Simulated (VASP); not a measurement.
# MoS2 (R3m) in VASP: further runs, part 2 of 2

VASP 6.6.1.

## (3) Relaxation of cell and atoms, PBE+D3(BJ)

This run uses another cell than the first one, of 17.68 Å³/atom, 1.027 times its volume.

INCAR

```
PREC     = Accurate       # precision mode
ENCUT    = 600            # plane-wave cutoff, eV
EDIFF    = 1E-6           # SCF threshold, eV
ISMEAR   = 0              # smearing method
SIGMA    = 0.1            # smearing width, eV
LREAL    = F              # projectors in reciprocal space
LASPH    = T              # aspherical terms in the spheres
NELM     = 100            # most SCF steps
ALGO     = Normal         # electronic algorithm
ISIF     = 3              # what is computed and relaxed
LWAVE    = F              # write WAVECAR
LCHARG   = F              # write CHGCAR
GGA      = PE             # functional
IVDW     = 12             # dispersion correction
IBRION   = 2              # ionic algorithm
NSW      = 100            # ionic steps
EDIFFG   = -0.05          # ionic threshold
```

KPOINTS

```
regular mesh
0
Gamma
  6 6 6
```

POSCAR

```
MoS2
1.0
    1.5815003568      0.9130796567      6.1233300000
   -1.5815003568      0.9130796567      6.1233300000
    0.0000000000     -1.8261593134      6.1233300000
Mo S
1 2
Direct
    0.0000000000      0.0000000000      0.0000000000
    0.7484000000      0.7484000000      0.7484000000
    0.5849000000      0.5849000000      0.5849000000
```

Potentials or basis: VASP PAW PBE potentials, release 64 (Mo_sv, S).

Run with:

```console
> cat potpaw_PBE.64/Mo_sv/POTCAR potpaw_PBE.64/S/POTCAR > POTCAR
> mpirun -np 1 vasp_std > vasp.out
```

OUTCAR:

```text
PREC = Accurate
   ENCUT = 600
   EDIFF = 1E-6
   ISMEAR = 0
   LREAL = F
   LASPH = T
   NELM = 100
   ISIF = 3
   GGA = PE
   IVDW = 12
   IBRION = 2
   NSW = 100
   EDIFFG = -0.05
 IVDW          = 12

 ion  position               nearest neighbor table
   1  0.000  0.000  0.000-   2 2.36   2 2.36   2 2.36   3 2.36   3 2.36   3 2.36
   2  0.748  0.748  0.748-   1 2.36   1 2.36   1 2.36
   3  0.585  0.585  0.585-   1 2.36   1 2.36   1 2.36

  LATTYP: Found a trigonal (rhomboedric) cell.
 ALAT       =     6.3898378796
 COS(alpha) =     0.8774851014

  Lattice vectors:

 A1 = (   1.5815003568,   0.9130796567,   6.1233300000)
 A2 = (  -1.5815003568,   0.9130796567,   6.1233300000)
[... 304 lines left out ...]

 number of electron      26.0000000 magnetization

------------------------ aborting loop because EDIFF is reached ----------------------------------------
[... 77 lines left out ...]
--------------------------------------- Ionic step       11  -------------------------------------------

 number of electron      26.0000000 magnetization

 Free energy of the ion-electron system (eV)
  ---------------------------------------------------
  ext. energy  EPLUGINS =         0.00000000
  ---------------------------------------------------
  free energy    TOTEN  =       -21.77068745 eV

  energy without entropy =      -21.77068745  energy(sigma->0) =      -21.77068745

 E-fermi :   8.4468     XC(G=0): -11.0370

 val. band max:        8.0455376757   @ k =   0.5000   0.5000   0.5000
 cond. band min:       8.8671233661   @ k =  -0.1667   0.1667   0.0000
 fundamental gap:      0.8215856904
 Fermi energy:         8.4468439600

 k-point     1 :       0.0000    0.0000    0.0000
  band No.  band energies     occupation
      1     -53.5481      2.00000
      2     -27.7157      2.00000
      3     -27.4717      2.00000
      4     -27.4717      2.00000
      5      -7.1316      2.00000
      6      -5.3457      2.00000
[... 457 lines left out ...]
      4     -27.6194      2.00000
      5      -4.9305      2.00000
      6      -4.9080      2.00000
[... 9 lines left out ...]
     16      10.6388      0.00000
     17      11.7859      0.00000

 [... further k-points ...]

------------------------ aborting loop because EDIFF is reached ----------------------------------------

 Edisp (eV)   -1.31714

 E8    (eV) :    -0.5312
[... 26 lines left out ...]
  FREE ENERGIE OF THE ION-ELECTRON SYSTEM (eV)
  ---------------------------------------------------
  free  energy   TOTEN  =       -23.0878309069 eV

  energy  without entropy=      -23.0878309068  energy(sigma->0) =      -23.08783091

 reached required accuracy - stopping structural energy minimisation
```

It took 8 min on 1 thread of Intel Xeon 6975P-C (Granite Rapids), shared host; peak memory 0.45 GiB.

What came out:

```yaml
Free_energy: -23.0878 eV
Relaxed_volume: 17.25 Å³/atom
Relaxed_cell: a = 6.282 Å, b = 6.282 Å, c = 6.282 Å, α = 29.07°, β = 29.07°, γ = 29.07°
Space_group_after_relaxing_to_0.05_Å: R3m (No. 160)
Energy_gained_by_relaxing: 27.2 meV/atom
Ionic_steps: 11
Pressure_after_relaxing: -0.1 GPa
Largest_force_after_relaxing: 0.009 eV/Å
Band_gap_on_the_k_mesh: 0.82 eV, indirect (least direct gap 1.77 eV)
Dispersion_energy_per_atom: -0.439 eV
```

Forces on the atoms (eV/Å):
```
Mo   0.000  0.000  0.004
S    0.000  0.000  0.005
S    0.000  0.000 -0.009
```

The path:
```csv
step,energy change (eV),largest force (eV/Å),pressure (GPa),volume (Å³)
1,0.0000,1.2835,5.12,53.05
2,0.1417,1.5601,-11.49,57.49
3,-0.0599,0.1387,-1.69,54.55
4,-0.0600,0.1804,-1.45,54.49
5,-0.0689,0.0987,-0.19,53.60
6,-0.0689,0.0945,-0.11,53.55
7,-0.0708,0.0961,-0.06,53.36
8,-0.0758,0.1036,0.10,52.80
9,-0.0810,0.1196,0.60,51.68
10,-0.0808,0.1212,-0.96,51.86
11,-0.0817,0.0090,-0.12,51.76
```

Final structure:
```
CELL_PARAMETERS angstrom
1.57651 0.91020 6.01211
-1.57651 0.91020 6.01211
0.00000 -1.82039 6.01211
ATOMIC_POSITIONS crystal
Mo 0.00001 0.00001 0.00001
S 0.75331 0.75331 0.75331
S 0.57998 0.57998 0.57998
```

Caveat: the relaxation stopped at a loose force limit of 0.05 eV/Å, so its end isn't a converged minimum. PBE gaps usually lie below the measured ones, often by a third to a half.
